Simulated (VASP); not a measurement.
A run of VASP 6.6.1 is set up as follows.

Contents of INCAR:

```
SYSTEM = Hf
PREC     = Accurate       ! precision mode
ENCUT    = 520            ! plane-wave cutoff, eV
EDIFF    = 1E-7           ! SCF threshold, eV
ISMEAR   = 0              ! smearing method
SIGMA    = 0.15           ! smearing width, eV
LREAL    = .False.        ! projectors in reciprocal space
LASPH    = .True.         ! aspherical terms in the spheres
NELM     = 80             ! most SCF steps
ALGO     = Fast           ! electronic algorithm
ISIF     = 2              ! what is computed and relaxed
LWAVE    = .False.        ! write WAVECAR
LCHARG   = .False.        ! write CHGCAR
GGA      = CA             ! functional
NBANDS   = 11             ! bands
```

Contents of KPOINTS:

```
Automatic mesh
0
Gamma
  18 18 18
  0 0 0
```

File POSCAR:

```
Hf
1.0
    0.0000000000      2.0454419892      2.5069362545
    1.9874554636      0.0000000000      2.5069362545
    1.9874554636      2.0454419892      0.0000000000
Hf
1
Direct
    0.0000000000      0.0000000000      0.0000000000
```

Potentials or basis: VASP PAW LDA potentials, release 64 (Hf_pv).

Run with:

```sh
$ cat potpaw_LDA.64/Hf_pv/POTCAR > POTCAR
$ mpirun -np 1 vasp_std > vasp.out
```

(1) Predict the band gap on the k mesh.

(2) Predict the pressure.

Answers

(1) zero (band 5 reaches 6.13 eV, above the bottom of band 6 at 4.52 eV).

(2) 1.2 GPa.

Caveat: the cell differs from its parent crystal (strain +e along x and -e along y -0.0133, strain +e along z and -e/2 along x and y +0.1500); spin-orbit coupling is left out, which moves the levels of the heavy elements.
